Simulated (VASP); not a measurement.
Set up this calculation in VASP 6.6.1, as the native input.

- Task: relaxation of cell and atoms
- Functional: PBE
- Potentials or basis: VASP PAW PBE potentials, release 64 (Li_sv, F)
- Cutoff: 600 eV
- k mesh: 6 × 4 × 4
- Occupations: gaussian, width 0.1 eV
- Spin: no spin polarisation
- Dipole correction: no
- Further INCAR settings: ALGO = Normal; EDIFF = 1e-07; IBRION = 2; EDIFFG = -0.04; NSW = 90; ISIF = 3

The structure of LiF lies in POSCAR:

```
LiF
1.0
    2.7148288600      0.0000000000      0.0000000000
    0.0000000000      4.6008214700      0.0000000000
    0.0000000000      0.0000000000      4.9814464800
Li F
4 4
Direct
    0.8654439000      0.4375424200      0.1601892700
    0.3654439000      0.0624575800      0.8398107300
    0.6345561000      0.5624575800      0.6601892700
    0.1345561000      0.9375424200      0.3398107300
    0.6345561000      0.0624575800      0.1601892700
    0.1345561000      0.4375424200      0.8398107300
    0.8654439000      0.9375424200      0.6601892700
    0.3654439000      0.5624575800      0.3398107300
```

The cell was built from a structure type or drawn by symmetry, and may not be a known phase.

These files were run (other wordings do the same):

INCAR

```
PREC = Accurate
ENCUT = 600
EDIFF = 1E-7
ISMEAR = 0
SIGMA = 0.1
LREAL = False
LASPH = True
NELM = 100
ALGO = Normal
ISIF = 3
LWAVE = False
LCHARG = False
GGA = PE
IBRION = 2
NSW = 90
EDIFFG = -0.04
```

KPOINTS

```
Automatic mesh
0
Gamma
  6 4 4
```

Potentials or basis: VASP PAW PBE potentials, release 64 (Li_sv, F).

Run with:

```console
$ cat potpaw_PBE.64/Li_sv/POTCAR potpaw_PBE.64/F/POTCAR > POTCAR
$ mpirun -np 1 vasp_std > vasp.out
```

Results of the run:

- Relaxed volume: 8.33 Å³/atom
- Relaxed cell: a = 2.873 Å, b = 4.059 Å, c = 5.716 Å, α = 90.00°, β = 90.00°, γ = 90.00°
- Space group after relaxing (to 0.1 Å): Fm-3m (No. 225)
- Energy gained by relaxing: 214.7 meV/atom
- Ionic steps: 53
- Pressure after relaxing: -0.2 GPa
- Largest force after relaxing: 0.026 eV/Å
- Band gap on the k mesh: 8.91 eV

Caveat: the cutoff is under 1.25 times the usual one of these potentials, so pressure, stress and relaxed cells hold a basis-set (Pulay) error.

Run time: 18 min on 1 thread of Intel(R) Xeon(R) Platinum 8559C (Emerald Rapids), on a shared host, peak memory 0.21 GiB.
